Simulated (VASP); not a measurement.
A run of VASP 6.6.1:

The input INCAR:

```
PREC = Accurate
ENCUT = 520
EDIFF = 1E-6
ISMEAR = 0
SIGMA = 0.2
LREAL = Auto
LASPH = True
NELM = 60
ALGO = Normal
ISIF = 2
LWAVE = False
LCHARG = True
GGA = PE
LELF = True
LVHAR = True
NBANDS = 120
```

Contents of KPOINTS:

```
Automatic mesh
0
Gamma
  3 3 3
```

The input POSCAR:

```
Ga3Mo
1.0
    6.5370141924      0.0000000000      0.0000000000
    0.0000000000      6.5370141924      0.0000000000
    0.0000000000      0.0000000000      7.3881936474
Ga Mo
12 4
Direct
    0.5000000000      0.0000000000      0.5000000000
    0.0000000000      0.5000000000      0.5000000000
    0.6693396102      0.3306603898      0.7514013160
    0.6693396102      0.3306603898      0.2485986840
    0.3306603898      0.6693396102      0.2485986840
    0.3306603898      0.6693396102      0.7514013160
    0.5000000000      0.0000000000      0.0000000000
    0.0000000000      0.5000000000      0.0000000000
    0.1693396102      0.1693396102      0.2514013160
    0.1693396102      0.1693396102      0.7485986840
    0.8306603898      0.8306603898      0.2514013160
    0.8306603898      0.8306603898      0.7485986840
    0.8649072920      0.1350927080      0.5000000000
    0.1350927080      0.8649072920      0.5000000000
    0.3649072920      0.3649072920      0.0000000000
    0.6350927080      0.6350927080      0.0000000000
```

Potentials or basis: VASP PAW PBE potentials, release 64 (Ga_d, Mo_sv).

Run with:

```sh
$ cat potpaw_PBE.64/Ga_d/POTCAR potpaw_PBE.64/Mo_sv/POTCAR > POTCAR
$ mpirun -np 1 vasp_std > vasp.out
```

Hardware: 1 thread of AMD EPYC 9R45 96-Core Processor (Zen 5) (shared host).

Question: How long does it take, and how much memory?

Answer: It took 4.5 min on 1 thread of AMD EPYC 9R45 96-Core Processor (Zen 5), on a shared host, peak memory 0.4 GiB. Counts: scf iterations 17, k points 6.
